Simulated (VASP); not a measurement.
# Rb4O (Pm-3m) in VASP: further runs, part 2 of 2

VASP 6.6.1. Earlier steps stand in the parts before.

**3. Relaxation of cell and atoms, PBE**

This run uses another cell than the first one, of 40.39 Å³/atom.

Input file INCAR:

```
SYSTEM = Rb4O
  PREC = Accurate
  ENCUT = 600
  EDIFF = 1E-6
  ISMEAR = 0
  SIGMA = 0.1
  LREAL = .False.
  LASPH = .True.
  NELM = 100
  ALGO = Normal
  ISIF = 3
  LWAVE = .False.
  LCHARG = .False.
  GGA = PE
  IBRION = 2
  NSW = 90
  EDIFFG = -0.04
```

Input file KPOINTS:

```
Automatic mesh
0
Gamma
  4 4 4
  0 0 0
```

Input file POSCAR:

```
Rb4O
1.0
    5.8671037000      0.0000000000      0.0000000000
    0.0000000000      5.8671037000      0.0000000000
    0.0000000000      0.0000000000      5.8671037000
Rb O
4 1
Direct
    0.5000000000      0.5000000000      0.5000000000
    0.5000000000      0.0000000000      0.0000000000
    0.0000000000      0.5000000000      0.0000000000
    0.0000000000      0.0000000000      0.5000000000
    0.0000000000      0.0000000000      0.0000000000
```

Potentials or basis: VASP PAW PBE potentials, release 64 (Rb_sv, O).

On the command line:

```console
> cat potpaw_PBE.64/Rb_sv/POTCAR potpaw_PBE.64/O/POTCAR > POTCAR
> mpirun -np 1 vasp_std > vasp.out
```

OUTCAR:

```text
SYSTEM = Rb4O
   PREC = Accurate
   ENCUT = 600
   EDIFF = 1E-6
   ISMEAR = 0
   LREAL = .False.
   LASPH = .True.
   NELM = 100
   ISIF = 3
   GGA = PE
   IBRION = 2
   NSW = 90
   EDIFFG = -0.04

 ion  position               nearest neighbor table
   1  0.500  0.500  0.500-   2 4.15   3 4.15   4 4.15   2 4.15   3 4.15   2 4.15   4 4.15   2 4.15
                             3 4.15   4 4.15   3 4.15   4 4.15
   2  0.500  0.000  0.000-   5 2.93   5 2.93   4 4.15   1 4.15   1 4.15   4 4.15   1 4.15   3 4.15
                             1 4.15   3 4.15   4 4.15   3 4.15   4 4.15   3 4.15
   3  0.000  0.500  0.000-   5 2.93   5 2.93   4 4.15   1 4.15   1 4.15   4 4.15   2 4.15   4 4.15
                             2 4.15   4 4.15   1 4.15   2 4.15   1 4.15   2 4.15
   4  0.000  0.000  0.500-   5 2.93   5 2.93   3 4.15   1 4.15   2 4.15   3 4.15   2 4.15   1 4.15
                             3 4.15   3 4.15   1 4.15   2 4.15   2 4.15   1 4.15
   5  0.000  0.000  0.000-   2 2.93   3 2.93   4 2.93   4 2.93   3 2.93   2 2.93

  LATTYP: Found a simple cubic cell.
 ALAT       =     5.8671037000

  Lattice vectors:

 A1 = (   5.8671037000,   0.0000000000,   0.0000000000)
 A2 = (   0.0000000000,   5.8671037000,   0.0000000000)
 A3 = (   0.0000000000,   0.0000000000,   5.8671037000)

Analysis of symmetry for initial positions (statically):
=====================================================================
 Subroutine PRICEL returns:
 Original cell was already a primitive cell.

 Routine SETGRP: Setting up the symmetry group for a
 simple cubic supercell.

 Subroutine GETGRP returns: Found 48 space group operations
 (whereof 48 operations were pure point group operations)
 out of a pool of 48 trial point group operations.

The static configuration has the point symmetry O_h .

Analysis of symmetry for dynamics (positions and initial velocities):
=====================================================================
 Subroutine PRICEL returns:
 Original cell was already a primitive cell.

 Routine SETGRP: Setting up the symmetry group for a
 simple cubic supercell.

[... 106 lines left out ...]
   NELECT =      42.0000    total number of electrons
   NUPDOWN=      -1.0000    fix difference up-down
   EMIN   =  10.00;   EMAX   =-10.00  energy-range for DOS
   EFERMI =   0.00;   METHOD = LEGACY
   ISMEAR =     0;   SIGMA  =   0.10  broadening in eV -4-tet -1-fermi 0-gaus
   EFERMI_NEDOS =   21; number of points for ismear=-14 and -15
   IALGO  =     38    algorithm
   IMIX   =      4    mixing-type and parameters
     AMIX     =   0.40;   BMIX     =  1.00
     AMIX_MAG =   1.60;   BMIX_MAG =  1.00
  volume/ion in A,a.u.               =      40.39       272.58
  Fermi-wavevector in a.u.,A,eV,Ry     =   0.969916  1.832876 12.799507  0.940737
  Thomas-Fermi vector in A             =   2.100008
   LORBIT       =      0    0 simple, 1 ext, 2 COOP (PROOUT), +10 PAW based schemes
   GGA     = PE    functional components
   LHFCALC =     F    Hartree Fock is set to
   AEXX    =    0.0000 exact exchange contribution
   IVDW    =     0    specifies the selected vdW correction
   LEPSILON=     F    determine dielectric tensor
   LRPA    =     F    only Hartree local field effects (RPA)
 conjugate gradient relaxation of ions
 non-spin polarized calculation
 Gauss-broadening in eV      SIGMA  =   0.10
  energy-cutoff  :      600.00
  volume of cell :      201.96
 maximum number of plane-waves:      6816
 NGX is ok and might be reduce to    48
   NGX = 23   NGY = 23   NGZ = 23

--------------------------------------- Ionic step        1  -------------------------------------------

 number of electron      41.9999992 magnetization

 Free energy of the ion-electron system (eV)
  ---------------------------------------------------
  ext. energy  EPLUGINS =         0.00000000
  ---------------------------------------------------
  free energy    TOTEN  =       -10.46541064 eV

  energy without entropy =      -10.44848984  energy(sigma->0) =      -10.45695024

------------------------ aborting loop because EDIFF is reached ----------------------------------------

  FORCE on cell =-STRESS in cart. coord.  units (eV):
  Direction    XX          YY          ZZ          XY          YZ          ZX
  --------------------------------------------------------------------------------------
  -------------------------------------------------------------------------------------
  Total        2.1990059      2.1990059      2.1990059      0.0000000      0.0000000     -0.0000000
  in kB       17.4447873     17.4447873     17.4447873      0.0000000      0.0000000     -0.0000000
  external PRESSURE =      17.4447873 kB  Pullay stress =       0.0000000 kB
[... 65 lines left out ...]
--------------------------------------- Ionic step        3  -------------------------------------------

 number of electron      42.0000006 magnetization

 Free energy of the ion-electron system (eV)
  ---------------------------------------------------
  ext. energy  EPLUGINS =         0.00000000
  ---------------------------------------------------
  free energy    TOTEN  =       -10.62528000 eV

  energy without entropy =      -10.61079068  energy(sigma->0) =      -10.61803534

 E-fermi :   0.9938     XC(G=0):  -6.7911

 val. band max:        0.9296421882   @ k =   0.5000   0.5000   0.0000
 cond. band min:       1.0313480526   @ k =   0.5000   0.5000   0.2500
 fundamental gap:      0.1017058644
 Fermi energy:         0.9937601645

 k-point     1 :       0.0000    0.0000    0.0000
  band No.  band energies     occupation
      1     -28.1666      2.00000
      2     -27.0201      2.00000
      3     -26.9901      2.00000
      4     -26.9901      2.00000
      5     -14.0503      2.00000
      6     -12.2961      2.00000
[... 301 lines left out ...]
  FREE ENERGIE OF THE ION-ELECTRON SYSTEM (eV)
  ---------------------------------------------------
  free  energy   TOTEN  =       -10.6252799958 eV

  energy  without entropy=      -10.6107906767  energy(sigma->0) =      -10.61803534

 reached required accuracy - stopping structural energy minimisation
```

OSZICAR:

```text
N       E                     dE             d eps       ncg     rms          rms(c)
DAV:   1     0.317423382479E+03    0.31742E+03   -0.20107E+04   500   0.160E+03
DAV:   2     0.749291103912E+01   -0.30993E+03   -0.30668E+03   750   0.306E+02
DAV:   3    -0.157658188400E+02   -0.23259E+02   -0.23137E+02   546   0.838E+01
[... 39 lines left out ...]
DAV:  10    -0.106252511723E+02    0.58311E-03   -0.37307E-03   672   0.277E-01    0.468E-02
DAV:  11    -0.106252962050E+02   -0.45033E-04   -0.54995E-04   609   0.851E-02    0.578E-02
DAV:  12    -0.106252793252E+02    0.16880E-04   -0.76050E-05   525   0.472E-02    0.235E-02
DAV:  13    -0.106252800288E+02   -0.70365E-06   -0.80116E-05   534   0.324E-02    0.765E-03
DAV:  14    -0.106252799958E+02    0.33049E-07   -0.34917E-06   462   0.803E-03
   3 F= -.10625280E+02 E0= -.10618035E+02  d E =-.159869E+00
```

Wall time 6.4 min (1 thread of AMD EPYC 7R13, shared host); peak memory 0.32 GiB.

What came out:

| Property | Result |
| --- | --- |
| Free energy | -10.6253 eV |
| Relaxed volume | 46.42 Å³/atom |
| Relaxed cell | a = 6.146 Å, b = 6.146 Å, c = 6.146 Å, α = 90.00°, β = 90.00°, γ = 90.00° |
| Space group after relaxing (to 0.1 Å) | Pm-3m (No. 221) |
| Energy gained by relaxing | 32.0 meV/atom |
| Ionic steps | 3 |
| Pressure after relaxing | 0.1 GPa |
| Band gap on the k mesh | zero (bands 21 and 22 overlap by 0.47 eV) |

Step by step:
```
step  energy change (eV)  largest force (eV/Å)  pressure (GPa)  volume (Å³)
   1              0.0000                0.0000            1.74       201.96
   2             -0.1071                0.0000            0.91       215.09
   3             -0.1599                0.0000            0.13       232.11
```

Final structure:
```yaml
crystal:
  lattice:
    - [6.14560, 0.00000, 0.00000]
    - [0.00000, 6.14560, 0.00000]
    - [0.00000, 0.00000, 6.14560]
  atoms:
    - { symbol: Rb, position: [0.50000, 0.50000, 0.50000] }
    - { symbol: Rb, position: [0.50000, 0.00000, 0.00000] }
    - { symbol: Rb, position: [0.00000, 0.50000, 0.00000] }
    - { symbol: Rb, position: [0.00000, 0.00000, 0.50000] }
    - { symbol: O, position: [0.00000, 0.00000, 0.00000] }
```

The gap in the log of VASP goes by the Fermi energy; the results here count the filled bands.